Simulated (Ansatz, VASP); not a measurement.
# Two plane-wave programs on GaN

```
CELL_PARAMETERS angstrom
3.24237 0.00000 0.00000
-1.62118 2.80797 0.00000
0.00000 0.00000 5.26732
ATOMIC_POSITIONS crystal
Ga 0.66667 0.33333 0.50000
Ga 0.33333 0.66667 0.00000
N 0.66667 0.33333 0.87500
N 0.33333 0.66667 0.37500
```

Alike in both runs: task single point; functional b88 exchange, pbe correlation; k mesh 10 × 10 × 5; occupations fermi-dirac, width 0.05 eV; no spin polarisation.

|  | VASP | Ansatz |
| --- | --- | --- |
| version | VASP 6.6.1 | Ansatz 0.2.0 |
| potentials or method | VASP PAW PBE potentials, release 64 (Ga_d, N) | Ansatz PAW |
| plane-wave cutoff (eV) | 600 | 420 |
| valence electrons in the cell | 36 | 36 |

Ansatz gave:

| Item | Value |
| --- | --- |
| gap on the k mesh at the Fermi level (eV) | 1.57 |
| least direct gap on the mesh (eV) | 1.57 |
| pressure (GPa) | -3.6 |
| traceless stress, the component that is largest in VASP (GPa) | 1.13 |
| rms of the force components (eV/Å) | 0.069 |

Estimate VASP's values.

gap on the k mesh at the Fermi level (eV): 1.58; least direct gap on the mesh (eV): 1.58; pressure (GPa): -3.7; traceless stress, the component that is largest in VASP (GPa): 1.13; rms of the force components (eV/Å): 0.069.

VASP's potentials were made for PBE, not for b88 exchange, pbe correlation. Atom by atom the forces differ by 0.001 eV/Å (rms over components). With one functional, cell and mesh, what is left measures potentials, basis and numerics.

Noted on Ansatz's run: odd divisions of the mesh miss points on the zone boundary, where band edges often lie, so the gap on the mesh can be too wide.
